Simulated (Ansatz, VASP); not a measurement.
One calculation of Y4I, two programs

```
Y I
1.0
     5.35253    0.00000    0.00000
     0.00000    5.35253    0.00000
     0.00000    0.00000    5.35253
Y I
4 1
Direct
  0.25000 0.25000 0.25000
  0.75000 0.75000 0.25000
  0.25000 0.75000 0.75000
  0.75000 0.25000 0.75000
  0.00000 0.00000 0.00000
```

Change from the starting cell: species swapped into the SnI4 type (P-43m, No. 215).

Alike in both runs: task relaxation of cell and atoms; functional PBE; k mesh 4 × 4 × 4; occupations gaussian, width 0.1 eV; no spin polarisation.

```csv
,VASP,Ansatz
version,VASP 6.6.1,Ansatz 0.2.0
potentials or method,"VASP PAW PBE potentials, release 64 (Y_sv, I), cutoff 600 eV","scalar-relativistic, plane waves, PAW"
valence electrons in the cell,51,61
```

|  | VASP | Ansatz | Ansatz less VASP |
| --- | --- | --- | --- |
| gap on the k mesh at the Fermi level, each at its own relaxed structure (eV) | none | none | - |
| relaxed volume (Å³/atom) | 39.62 | 39.40 | -0.225 |
| relaxed cell length with the largest relative difference (Å) | 5.830 | 5.819 | -0.0111 |

A gap of «none» marks a metal or a gap that the smearing closes. VASP's potentials hold 51 valence electrons a cell and Ansatz's 61, so a difference there can come from the potentials and not from the codes.

Neither program's run includes spin-orbit coupling. Noted on VASP's run: the volume moved by over 15 % at a fixed basis, so the end points are rough.
